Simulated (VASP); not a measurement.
# Sc4SiS2 in VASP: a series of runs

The runs below take Sc4SiS2 through single point, with PBE.

Everything below comes from runs of VASP 6.6.1. Logs are shortened: lines on timing, memory, paths and dates and some standing lists are left out, and cuts for length are marked.

## 1. The cell of the first run

The typed cell holds 7 atoms: a = 3.727 Å, b = 6.368 Å, c = 6.368 Å, α = 109.84°, β = 90.00°, γ = 90.00°.

## 2. Single point, PBE

INCAR reads:

```
  ALGO = Normal
  EDIFF = 1E-6
  ENCUT = 520
  GGA = PE
  ISIF = 2
  ISMEAR = 0
  LASPH = T
  LCHARG = T
  LELF = T
  LREAL = F
  LVHAR = T
  LWAVE = F
  NBANDS = 39
  NELM = 60
  PREC = Accurate
  SIGMA = 0.2
```

KPOINTS reads:

```
k-points
0
Gamma
  6 4 4
```

POSCAR reads:

```
Sc4SiS2
1.0
    0.0000198718      0.0000414811      3.7267201421
    3.6596157260     -5.2115408141      0.0000822001
    3.6599117396      5.2117270296     -0.0002900257
Sc Si S
4 1 2
Direct
    0.9999878359      0.7513600606      0.2486596052
    0.5000084683      0.2534472990      0.2534374126
    0.4999906928      0.7465471212      0.7465713494
    0.0000167064      0.2486544499      0.7513252491
   -0.0000009488      0.0000148587      0.0000027547
    0.5000007707      0.4999972261      1.0000102711
    0.4999964747      0.9999789845      0.4999933580
```

Potentials or basis: VASP PAW PBE potentials, release 64 (Sc_sv, Si, S).

The run is started by

```
$ cat potpaw_PBE.64/Sc_sv/POTCAR potpaw_PBE.64/Si/POTCAR potpaw_PBE.64/S/POTCAR > POTCAR
$ mpirun -np 1 vasp_std > vasp.out
```

OUTCAR:

```text
EDIFF = 1E-6
   ENCUT = 520
   GGA = PE
   ISIF = 2
   ISMEAR = 0
   LASPH = T
   LREAL = F
   NELM = 60
   PREC = Accurate

 ion  position               nearest neighbor table
   1  1.000  0.751  0.249-   5 2.59   7 2.61   7 2.61   6 2.61   6 2.61
   2  0.500  0.253  0.253-   6 2.61   7 2.61   5 2.63   5 2.63
   3  0.500  0.747  0.747-   6 2.61   7 2.61   5 2.63   5 2.63
   4  0.000  0.249  0.751-   5 2.59   7 2.61   6 2.61   7 2.61   6 2.61
   5  1.000  0.000  0.000-   1 2.59   4 2.59   2 2.63   2 2.63   3 2.63   3 2.63
   6  0.500  0.500  0.000-   2 2.61   3 2.61   1 2.61   4 2.61   1 2.61   4 2.61
   7  0.500  1.000  0.500-   3 2.61   2 2.61   1 2.61   1 2.61   4 2.61   4 2.61

  LATTYP: Found a triclinic cell.
 ALAT       =     6.3684419332
 B/A-ratio  =     1.1493435204
 C/A-ratio  =     0.5851855417
 COS(alpha) =     0.0000230608
 COS(beta)  =     0.0000333676
 COS(gamma) =     0.5747158213

  Lattice vectors:

 A1 = (   3.6599117396,   5.2117270296,  -0.0002900257)
 A2 = (   7.3195274656,   0.0001862155,  -0.0002078256)
 A3 = (  -0.0000198718,  -0.0000414811,  -3.7267201421)

Analysis of symmetry for initial positions (statically):
=====================================================================
 Subroutine PRICEL returns:
 Original cell was already a primitive cell.

 Routine SETGRP: Setting up the symmetry group for a
 triclinic supercell.

 Subroutine GETGRP returns: Found  1 space group operations
 (whereof  1 operations were pure point group operations)
 out of a pool of  2 trial point group operations.

The static configuration has the point symmetry C_1 .

Analysis of symmetry for dynamics (positions and initial velocities):
=====================================================================
 Subroutine PRICEL returns:
 Original cell was already a primitive cell.

 Routine SETGRP: Setting up the symmetry group for a
 triclinic supercell.

 Subroutine GETGRP returns: Found  1 space group operations
 (whereof  1 operations were pure point group operations)
 out of a pool of  2 trial point group operations.

The dynamic configuration has the point symmetry C_1 .

 Subroutine INISYM returns: Found  1 space group operations
 (whereof  1 operations are pure point group operations),
 and found     1 'primitive' translations

----------------------------------------------------------------------------------------

                                     Primitive cell

  volume of cell :     142.1621

  direct lattice vectors                    reciprocal lattice vectors
     0.000019872  0.000041481  3.726720142     0.000007619  0.000009582  0.268332464
     3.659615726 -5.211540814  0.000082200     0.136623282 -0.095943082  0.000000339
     3.659911740  5.211727030 -0.000290026     0.136618401  0.095935322 -0.000001796

  length of vectors
     3.726720142  6.368119418  6.368441933     0.268332465  0.166946088  0.166937633

  position of ions in fractional coordinates (direct lattice)
     0.999987836  0.751360061  0.248659605
     0.500008468  0.253447299  0.253437413
     0.499990693  0.746547121  0.746571349
     0.000016706  0.248654450  0.751325249
     0.999999051  0.000014859  0.000002755
     0.500000771  0.499997226  0.000010271
     0.499996475  0.999978984  0.499993358

  ion indices of the primitive-cell ions
   primitive index   ion index
                 1           1
                 2           2
                 3           3
                 4           4
                 5           5
                 6           6
                 7           7

----------------------------------------------------------------------------------------

 KPOINTS: k-points

Automatic generation of k-mesh.
 Grid dimensions read from file:
 generate k-points for:    6    4    4

 Generating k-lattice:

  Cartesian coordinates                     Fractional coordinates (reciprocal lattice)
     0.000001270  0.000001597  0.044722077     0.166666667  0.000000000  0.000000000
     0.034155821 -0.023985771  0.000000085     0.000000000  0.250000000  0.000000000
     0.034154600  0.023983831 -0.000000449     0.000000000 -0.000000000  0.250000000

  Length of vectors
     0.044722077  0.041736522  0.041734408

  Shift w.r.t. Gamma in fractional coordinates (k-lattice)
     0.000000000  0.000000000  0.000000000

 -----------------------------------------------------------------------------
|                                                                             |
|           W    W    AA    RRRRR   N    N  II  N    N   GGGG   !!!           |
|           W    W   A  A   R    R  NN   N  II  NN   N  G    G  !!!           |
|           W    W  A    A  R    R  N N  N  II  N N  N  G       !!!           |
|           W WW W  AAAAAA  RRRRR   N  N N  II  N  N N  G  GGG   !            |
|           WW  WW  A    A  R   R   N   NN  II  N   NN  G    G                |
|           W    W  A    A  R    R  N    N  II  N    N   GGGG   !!!           |
|                                                                             |
|     Your reciprocal lattice and k-lattice belong to different lattice       |
|     classes:                                                                |
|                                                                             |
|        The reciprocal lattice is base-centered monoclinic,                  |
|        whereas your k-lattice is triclinic.                                 |
|                                                                             |
|     Results are often still useful ...                                      |
|                                                                             |
 -----------------------------------------------------------------------------

 Subroutine IBZKPT returns following result:
 ===========================================

 Found     52 irreducible k-points:

 Following reciprocal coordinates:
            Coordinates               Weight
  0.000000  0.000000  0.000000      1.000000
  0.166667  0.000000 -0.000000      2.000000
  0.333333  0.000000 -0.000000      2.000000
  0.500000  0.000000 -0.000000      1.000000
  0.000000  0.250000 -0.000000      2.000000
 -0.000000  0.000000  0.250000      2.000000
[... 16 lines left out ...]
  0.500000  0.500000 -0.000000      1.000000
  0.500000  0.000000  0.500000      1.000000
 [... further k-points ...]
   k-points           NKPTS =     52   k-points in BZ     NKDIM =     52   number of bands    NBANDS=     39
   number of dos      NEDOS =    301   number of ions     NIONS =      7
   total plane-waves  NPLWV =  64512
   dimension x,y,z NGX =    28 NGY =   48 NGZ =   48
   dimension x,y,z NGXF=    56 NGYF=   96 NGZF=   96
   ions per type =               4   1   2
   NGX,Y,Z   is equivalent  to a cutoff of  12.49, 12.53, 12.53 a.u.
   NGXF,Y,Z  is equivalent  to a cutoff of  24.98, 25.06, 25.06 a.u.
 SYSTEM =  unknown system
   PREC   = accura    normal or accurate (medium, high low for compatibility)
   ISTART =      0    job   : 0-new  1-cont  2-samecut
   ICHARG =      2    charge: 1-file 2-atom 10-const
   ISPIN  =      1    spin polarized calculation?
   LNONCOLLINEAR =      F non collinear calculations
   LSORBIT =      F    spin-orbit coupling
   LASPH  =      T    aspherical Exc in radial PAW
   ENCUT  =  520.0 eV  38.22 Ry    6.18 a.u.   6.93 11.84 11.84*2*pi/ulx,y,z
   NELM   =     60;   NELMIN=  2; NELMDL= -5     # of ELM steps
   EDIFF  = 0.1E-05   stopping-criterion for ELM
   LREAL  =      F    real-space projection
   EDIFFG = 0.1E-04   stopping-criterion for IOM
   NSW    =      0    number of steps for IOM
   IBRION =     -1    ionic relax: 0-MD 1-quasi-New 2-CG
   NFREE  =      0    steps in history (QN), initial steepest desc. (CG)
   ISIF   =      2    stress and relaxation
   ISYM   =      2    0-nonsym 1-usesym 2-fastsym
   POTIM  = 0.5000    time-step for ionic-motion
   TEBEG  =    0.0;   TEEND  =   0.0 temperature during run
   PSTRESS=    0.0 pullay stress
   NELECT =      60.0000    total number of electrons
   NUPDOWN=      -1.0000    fix difference up-down
   EMIN   =  10.00;   EMAX   =-10.00  energy-range for DOS
   EFERMI =   0.00;   METHOD = LEGACY
   ISMEAR =     0;   SIGMA  =   0.20  broadening in eV -4-tet -1-fermi 0-gaus
   EFERMI_NEDOS =   21; number of points for ismear=-14 and -15
   IALGO  =     38    algorithm
   IMIX   =      4    mixing-type and parameters
     AMIX     =   0.40;   BMIX     =  1.00
     AMIX_MAG =   1.60;   BMIX_MAG =  1.00
  volume/ion in A,a.u.               =      20.31       137.05
  Fermi-wavevector in a.u.,A,eV,Ry     =   1.227997  2.320578 20.517271  1.507977
  Thomas-Fermi vector in A             =   2.362939
   LORBIT       =      0    0 simple, 1 ext, 2 COOP (PROOUT), +10 PAW based schemes
   GGA     = PE    functional components
   LHFCALC =     F    Hartree Fock is set to
   AEXX    =    0.0000 exact exchange contribution
   IVDW    =     0    specifies the selected vdW correction
   LEPSILON=     F    determine dielectric tensor
   LRPA    =     F    only Hartree local field effects (RPA)
 non-spin polarized calculation
 Gauss-broadening in eV      SIGMA  =   0.20
  energy-cutoff  :      520.00
  volume of cell :      142.16
 maximum number of plane-waves:      3860
   NGX = 13   NGY = 23   NGZ = 23

 number of electron      60.0000009 magnetization

 Free energy of the ion-electron system (eV)
  ---------------------------------------------------
  ext. energy  EPLUGINS =         0.00000000
  ---------------------------------------------------
  free energy    TOTEN  =       -47.46165660 eV

  energy without entropy =      -47.38900689  energy(sigma->0) =      -47.42533174

 E-fermi :   5.4802     XC(G=0): -10.1786

 val. band max:        5.4710937372   @ k =   0.1667   0.5000   0.5000
 cond. band min:       5.5285192175   @ k =  -0.3333   0.0000   0.5000
 fundamental gap:      0.0574254803
 Fermi energy:         5.4802070208

 k-point     1 :       0.0000    0.0000    0.0000
  band No.  band energies     occupation
      1     -44.4101      2.00000
      2     -44.4042      2.00000
      3     -44.1245      2.00000
      4     -44.1199      2.00000
      5     -23.2157      2.00000
      6     -23.1051      2.00000
[... 997 lines left out ...]
     38       8.1193      0.00000
     39       8.1922      0.00000

 [... further k-points ...]

------------------------ aborting loop because EDIFF is reached ----------------------------------------

  FORCE on cell =-STRESS in cart. coord.  units (eV):
  Direction    XX          YY          ZZ          XY          YZ          ZX
  --------------------------------------------------------------------------------------
  -------------------------------------------------------------------------------------
  Total        0.1381661      0.1835234      0.1864979     -0.0019515      0.0010770      0.0011890
  in kB        1.5571419      2.0683232      2.1018453     -0.0219940      0.0121374      0.0133997
  external PRESSURE =       1.9091035 kB  Pullay stress =       0.0000000 kB

 VOLUME and BASIS-vectors are now :
 -----------------------------------------------------------------------------
  energy-cutoff  :      520.00
  volume of cell :      142.16
      direct lattice vectors                 reciprocal lattice vectors
     0.000019872  0.000041481  3.726720142     0.000007619  0.000009582  0.268332464
     3.659615726 -5.211540814  0.000082200     0.136623282 -0.095943082  0.000000339
     3.659911740  5.211727030 -0.000290026     0.136618401  0.095935322 -0.000001796

 POSITION                                       TOTAL-FORCE (eV/Angst)
 -----------------------------------------------------------------------------------
      3.65978     -2.61976      3.72666        -0.000711      0.012115      0.000255
      1.85509      0.00002      1.86334         0.011579      0.000512     -0.000035
      5.46447      0.00029      1.86317        -0.011126     -0.000436      0.000019
      3.65976      2.61983     -0.00014         0.000337     -0.011764     -0.000447
      0.00008     -0.00002      3.72672        -0.000640      0.000159      0.000027
      1.82985     -2.60568      1.86340        -0.000273     -0.000393      0.000026
      5.48948     -2.60558      1.86328         0.000834     -0.000192      0.000155
 -----------------------------------------------------------------------------------
    total drift:                                0.000059      0.000252      0.000013

  FREE ENERGIE OF THE ION-ELECTRON SYSTEM (eV)
  ---------------------------------------------------
  free  energy   TOTEN  =       -47.4616565961 eV

  energy  without entropy=      -47.3890068898  energy(sigma->0) =      -47.42533174
```

Wall time 2.3 min (1 thread of Intel Xeon 6975P-C (Granite Rapids), shared host); peak memory 0.38 GiB.

Results:

- Free energy: -47.4617 eV
- Pressure: 0.2 GPa
- Largest force: 0.012 eV/Å
- Band gap on the k mesh: zero (bands 30 and 31 overlap by 0.90 eV)

Forces in eV/Å, atoms in the order of the input:
```
Sc  -0.001  0.012  0.000
Sc   0.012  0.001  0.000
Sc  -0.011  0.000  0.000
Sc   0.000 -0.012  0.000
Si  -0.001  0.000  0.000
S    0.000  0.000  0.000
S    0.001  0.000  0.000
```

(Part 1 of 2 ends here.)
